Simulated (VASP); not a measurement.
# LiTlSe2 (P-4m2) in VASP: further runs

LiTlSe2 is run at these levels: PBE, r2SCAN; tasks: single point.

Everything below comes from runs of VASP 6.6.1. Logs are shortened: lines on timing, memory, paths and dates and some standing lists are left out, and cuts for length are marked.

## Step 1: The cell of the first run

The structure is tetragonal, space group P-4m2 (No. 115). Conventional cell: a = 4.110 Å, b = 4.110 Å, c = 6.271 Å, α = 90.00°, β = 90.00°, γ = 90.00°. Within 3.3 Å of Li (site symmetry -4m2) lie 4 Se at 2.52 Å. Se (site symmetry 2mm) has 2 Li at 2.52 Å and 2 Tl at 2.65 Å within 3.3 Å. Tl (site symmetry -4m2) has 4 Se at 2.65 Å within 3.5 Å.

## Step 2: Single point, PBE (epitaxial xy strain -3.6%)

File INCAR:

```
SYSTEM = LiTlSe2
ALGO = Normal
EDIFF = 1E-6
ENCUT = 520
GGA = PE
ISIF = 2
ISMEAR = -1
LASPH = .TRUE.
LCHARG = .FALSE.
LREAL = .FALSE.
LWAVE = .FALSE.
NBANDS = 22
NELM = 100
PREC = Accurate
SIGMA = 0.02
```

File KPOINTS:

```
k-points
0
G
  6 6 4
  0 0 0
```

File POSCAR:

```
LiTlSe2
1.0
    4.1099971272      0.0000000000      0.0000000000
    0.0000000000      4.1099971272      0.0000000000
    0.0000000000      0.0000000000      6.2708670684
Li Se Tl
1 2 1
Direct
    0.0000000000      0.0000000000      0.0000000000
    0.0000000000      0.5000000000      0.2321512576
    0.5000000000      0.0000000000      0.7678487424
    0.5000000000      0.5000000000      0.5000000000
```

Potentials or basis: VASP PAW PBE potentials, release 64 (Li_sv, Se, Tl_d).

Command:

```bash
cat potpaw_PBE.64/Li_sv/POTCAR potpaw_PBE.64/Se/POTCAR potpaw_PBE.64/Tl_d/POTCAR > POTCAR
mpirun -np 1 vasp_std > vasp.out
```

OUTCAR:

```text
SYSTEM = LiTlSe2
   EDIFF = 1E-6
   ENCUT = 520
   GGA = PE
   ISIF = 2
   ISMEAR = -1
   LASPH = .TRUE.
   LREAL = .FALSE.
   NELM = 100
   PREC = Accurate

 ion  position               nearest neighbor table
   1  0.000  0.000  0.000-   2 2.52   3 2.52   2 2.52   3 2.52
   2  0.000  0.500  0.232-   1 2.52   1 2.52   4 2.65   4 2.65
   3  0.500  0.000  0.768-   1 2.52   1 2.52   4 2.65   4 2.65
   4  0.500  0.500  0.500-   2 2.65   3 2.65   3 2.65   2 2.65

  LATTYP: Found a simple tetragonal cell.
 ALAT       =     4.1099971272
 C/A-ratio  =     1.5257594773

  Lattice vectors:

 A1 = (   4.1099971272,   0.0000000000,   0.0000000000)
 A2 = (   0.0000000000,   4.1099971272,   0.0000000000)
 A3 = (   0.0000000000,   0.0000000000,   6.2708670684)

Analysis of symmetry for initial positions (statically):
=====================================================================
 Subroutine PRICEL returns:
 Original cell was already a primitive cell.

 Routine SETGRP: Setting up the symmetry group for a
 simple tetragonal supercell.

 Subroutine GETGRP returns: Found  8 space group operations
 (whereof  8 operations were pure point group operations)
 out of a pool of 16 trial point group operations.

The static configuration has the point symmetry D_2d.

Analysis of symmetry for dynamics (positions and initial velocities):
=====================================================================
 Subroutine PRICEL returns:
 Original cell was already a primitive cell.

 Routine SETGRP: Setting up the symmetry group for a
 simple tetragonal supercell.

 Subroutine GETGRP returns: Found  8 space group operations
 (whereof  8 operations were pure point group operations)
 out of a pool of 16 trial point group operations.

The dynamic configuration has the point symmetry D_2d.

 Subroutine INISYM returns: Found  8 space group operations
 (whereof  8 operations are pure point group operations),
 and found     1 'primitive' translations

----------------------------------------------------------------------------------------

                                     Primitive cell

  volume of cell :     105.9280

  direct lattice vectors                    reciprocal lattice vectors
     4.109997127  0.000000000  0.000000000     0.243309173  0.000000000  0.000000000
     0.000000000  4.109997127  0.000000000     0.000000000  0.243309173  0.000000000
     0.000000000  0.000000000  6.270867068     0.000000000  0.000000000  0.159467581

  length of vectors
     4.109997127  4.109997127  6.270867068     0.243309173  0.243309173  0.159467581

  position of ions in fractional coordinates (direct lattice)
     0.000000000  0.000000000  0.000000000
     0.000000000  0.500000000  0.232151258
     0.500000000  0.000000000  0.767848742
     0.500000000  0.500000000  0.500000000

  ion indices of the primitive-cell ions
   primitive index   ion index
                 1           1
                 2           2
                 3           3
                 4           4

----------------------------------------------------------------------------------------

 KPOINTS: k-points

Automatic generation of k-mesh.
 Grid dimensions read from file:
 generate k-points for:    6    6    4

 Generating k-lattice:

  Cartesian coordinates                     Fractional coordinates (reciprocal lattice)
     0.040551529  0.000000000  0.000000000     0.166666667  0.000000000  0.000000000
     0.000000000  0.040551529  0.000000000     0.000000000  0.166666667  0.000000000
     0.000000000  0.000000000  0.039866895     0.000000000  0.000000000  0.250000000

  Length of vectors
     0.040551529  0.040551529  0.039866895

  Shift w.r.t. Gamma in fractional coordinates (k-lattice)
     0.000000000  0.000000000  0.000000000

 Subroutine IBZKPT returns following result:
 ===========================================

 Found     30 irreducible k-points:

 Following reciprocal coordinates:
            Coordinates               Weight
  0.000000  0.000000  0.000000      1.000000
  0.166667  0.000000  0.000000      4.000000
  0.333333  0.000000  0.000000      4.000000
  0.500000  0.000000  0.000000      2.000000
  0.166667  0.166667  0.000000      4.000000
  0.333333  0.166667  0.000000      8.000000
[... 16 lines left out ...]
  0.333333  0.000000  0.500000      4.000000
  0.500000  0.000000  0.500000      2.000000
 [... further k-points ...]
   k-points           NKPTS =     30   k-points in BZ     NKDIM =     30   number of bands    NBANDS=     22
   number of dos      NEDOS =    301   number of ions     NIONS =      4
   total plane-waves  NPLWV =  49152
   dimension x,y,z NGX =    32 NGY =   32 NGZ =   48
   dimension x,y,z NGXF=    64 NGYF=   64 NGZF=   96
   ions per type =               1   2   1
   NGX,Y,Z   is equivalent  to a cutoff of  12.94, 12.94, 12.73 a.u.
   NGXF,Y,Z  is equivalent  to a cutoff of  25.89, 25.89, 25.45 a.u.
 SYSTEM =  LiTlSe2
   PREC   = accura    normal or accurate (medium, high low for compatibility)
   ISTART =      0    job   : 0-new  1-cont  2-samecut
   ICHARG =      2    charge: 1-file 2-atom 10-const
   ISPIN  =      1    spin polarized calculation?
   LNONCOLLINEAR =      F non collinear calculations
   LSORBIT =      F    spin-orbit coupling
   LASPH  =      T    aspherical Exc in radial PAW
   ENCUT  =  520.0 eV  38.22 Ry    6.18 a.u.   7.64  7.64 11.66*2*pi/ulx,y,z
   NELM   =    100;   NELMIN=  2; NELMDL= -5     # of ELM steps
   EDIFF  = 0.1E-05   stopping-criterion for ELM
   LREAL  =      F    real-space projection
   EDIFFG = 0.1E-04   stopping-criterion for IOM
   NSW    =      0    number of steps for IOM
   IBRION =     -1    ionic relax: 0-MD 1-quasi-New 2-CG
   NFREE  =      0    steps in history (QN), initial steepest desc. (CG)
   ISIF   =      2    stress and relaxation
   ISYM   =      2    0-nonsym 1-usesym 2-fastsym
   POTIM  = 0.5000    time-step for ionic-motion
   TEBEG  =    0.0;   TEEND  =   0.0 temperature during run
   PSTRESS=    0.0 pullay stress
   NELECT =      28.0000    total number of electrons
   NUPDOWN=      -1.0000    fix difference up-down
   EMIN   =  10.00;   EMAX   =-10.00  energy-range for DOS
   EFERMI =   0.00;   METHOD = LEGACY
   ISMEAR =    -1;   SIGMA  =   0.02  broadening in eV -4-tet -1-fermi 0-gaus
   EFERMI_NEDOS =   21; number of points for ismear=-14 and -15
   IALGO  =     38    algorithm
   IMIX   =      4    mixing-type and parameters
     AMIX     =   0.40;   BMIX     =  1.00
     AMIX_MAG =   1.60;   BMIX_MAG =  1.00
  volume/ion in A,a.u.               =      26.48       178.71
  Fermi-wavevector in a.u.,A,eV,Ry     =   1.050648  1.985437 15.018948  1.103862
  Thomas-Fermi vector in A             =   2.185660
   LORBIT       =      0    0 simple, 1 ext, 2 COOP (PROOUT), +10 PAW based schemes
   GGA     = PE    functional components
   LHFCALC =     F    Hartree Fock is set to
   AEXX    =    0.0000 exact exchange contribution
   IVDW    =     0    specifies the selected vdW correction
   LEPSILON=     F    determine dielectric tensor
   LRPA    =     F    only Hartree local field effects (RPA)
 non-spin polarized calculation
  energy-cutoff  :      520.00
  volume of cell :      105.93
 maximum number of plane-waves:      2880
 NGX is ok and might be reduce to    32
   NGX = 15   NGY = 15   NGZ = 23

 number of electron      27.9999996 magnetization

 Free energy of the ion-electron system (eV)
  ---------------------------------------------------
  ext. energy  EPLUGINS =         0.00000000
  ---------------------------------------------------
  free energy    TOTEN  =       -13.53364659 eV

  energy without entropy =      -13.53364655  energy(sigma->0) =      -13.53364657

 E-fermi :   2.3023     XC(G=0):  -8.4818

 val. band max:        2.0414324781   @ k =   0.0000   0.0000   0.0000
 cond. band min:       2.5444655943   @ k =   0.0000   0.0000   0.0000
 fundamental gap:      0.5030331162
 Fermi energy:         2.3022893027

 k-point     1 :       0.0000    0.0000    0.0000
  band No.  band energies     occupation
      1     -42.6037      2.00000
      2     -10.5703      2.00000
      3     -10.2504      2.00000
      4      -8.8942      2.00000
      5      -8.8942      2.00000
      6      -8.7775      2.00000
[... 14 lines left out ...]
     21      10.9026      0.00000
     22      12.7272      0.00000

 k-point     2 :       0.1667    0.0000    0.0000
  band No.  band energies     occupation
      1     -42.6036      2.00000
      2     -10.5172      2.00000
      3     -10.2543      2.00000
      4      -8.8917      2.00000
      5      -8.8648      2.00000
      6      -8.7391      2.00000
[... 14 lines left out ...]
     21      10.8313      0.00000
     22      11.8363      0.00000

 k-point     3 :       0.3333    0.0000    0.0000
  band No.  band energies     occupation
      1     -42.6035      2.00000
      2     -10.4119      2.00000
      3     -10.2701      2.00000
      4      -8.8867      2.00000
      5      -8.8236      2.00000
      6      -8.7003      2.00000
[... 14 lines left out ...]
     21      10.3163      0.00000
     22      10.6733      0.00000

 k-point     4 :       0.5000    0.0000    0.0000
  band No.  band energies     occupation
      1     -42.6035      2.00000
      2     -10.3559      2.00000
      3     -10.2857      2.00000
      4      -8.8842      2.00000
      5      -8.8105      2.00000
      6      -8.7122      2.00000
[... 14 lines left out ...]
     21      10.1451      0.00000
     22      10.2393      0.00000

 k-point     5 :       0.1667    0.1667    0.0000
  band No.  band energies     occupation
      1     -42.6036      2.00000
      2     -10.4703      2.00000
      3     -10.2555      2.00000
      4      -8.8894      2.00000
      5      -8.8282      2.00000
      6      -8.6993      2.00000
[... 417 lines left out ...]
 k-point    22 :       0.1667    0.0000    0.5000
  band No.  band energies     occupation
      1     -42.6037      2.00000
      2     -10.3873      2.00000
      3     -10.3461      2.00000
      4      -8.8931      2.00000
      5      -8.8513      2.00000
      6      -8.7380      2.00000
[... 14 lines left out ...]
     21       9.2994      0.00000
     22      10.5309      0.00000

 k-point    23 :       0.3333    0.0000    0.5000
  band No.  band energies     occupation
      1     -42.6035      2.00000
      2     -10.3683      2.00000
      3     -10.2969      2.00000
      4      -8.8878      2.00000
      5      -8.8089      2.00000
      6      -8.7002      2.00000
[... 14 lines left out ...]
     21       9.9241      0.00000
     22      10.3405      0.00000

 k-point    24 :       0.5000    0.0000    0.5000
  band No.  band energies     occupation
      1     -42.6035      2.00000
      2     -10.3634      2.00000
      3     -10.2732      2.00000
      4      -8.8851      2.00000
      5      -8.7990      2.00000
      6      -8.7120      2.00000
[... 14 lines left out ...]
     21      10.0600      0.00000
     22      10.4460      0.00000

 [... further k-points ...]

------------------------ aborting loop because EDIFF is reached ----------------------------------------

  FORCE on cell =-STRESS in cart. coord.  units (eV):
  Direction    XX          YY          ZZ          XY          YZ          ZX
  --------------------------------------------------------------------------------------
  -------------------------------------------------------------------------------------
  Total        1.9916556      1.9916556      0.9967016      0.0000000      0.0000000      0.0000000
  in kB       30.1241078     30.1241078     15.0752697      0.0000000      0.0000000      0.0000000
  external PRESSURE =      25.1078284 kB  Pullay stress =       0.0000000 kB

 VOLUME and BASIS-vectors are now :
 -----------------------------------------------------------------------------
  energy-cutoff  :      520.00
  volume of cell :      105.93
      direct lattice vectors                 reciprocal lattice vectors
     4.109997127  0.000000000  0.000000000     0.243309173  0.000000000  0.000000000
     0.000000000  4.109997127  0.000000000     0.000000000  0.243309173  0.000000000
     0.000000000  0.000000000  6.270867068     0.000000000  0.000000000  0.159467581

 POSITION                                       TOTAL-FORCE (eV/Angst)
 -----------------------------------------------------------------------------------
      0.00000      0.00000      0.00000         0.000000      0.000000     -0.000000
      0.00000      2.05500      1.45579         0.000000      0.000000     -0.211825
      2.05500      0.00000      4.81508         0.000000      0.000000      0.211825
      2.05500      2.05500      3.13543         0.000000     -0.000000     -0.000000
 -----------------------------------------------------------------------------------
    total drift:                                0.000000      0.000000     -0.000000

  FREE ENERGIE OF THE ION-ELECTRON SYSTEM (eV)
  ---------------------------------------------------
  free  energy   TOTEN  =       -13.5336465925 eV

  energy  without entropy=      -13.5336465503  energy(sigma->0) =      -13.53364657
```

Wall time 30 s (1 thread of Intel Xeon 6975P-C (Granite Rapids), shared host); peak memory 0.24 GiB.

What came out:

```
Free energy            : -13.5336 eV
Largest force          : 0.212 eV/Å
Band gap on the k mesh : 0.50 eV, direct
```

Forces on the atoms (eV/Å):
```
Li   0.000  0.000  0.000
Se   0.000  0.000 -0.212
Se   0.000  0.000  0.212
Tl   0.000  0.000  0.000
```

Caveat: the cell differs from its parent crystal (epitaxial xy strain -3.6%); the cutoff is under 1.25 times the usual one of these potentials, so pressure, stress and relaxed cells hold a basis-set (Pulay) error; spin-orbit coupling is left out, which moves the levels of the heavy elements. A k mesh can miss the band edges.

(Part 1 of 2 ends here.)
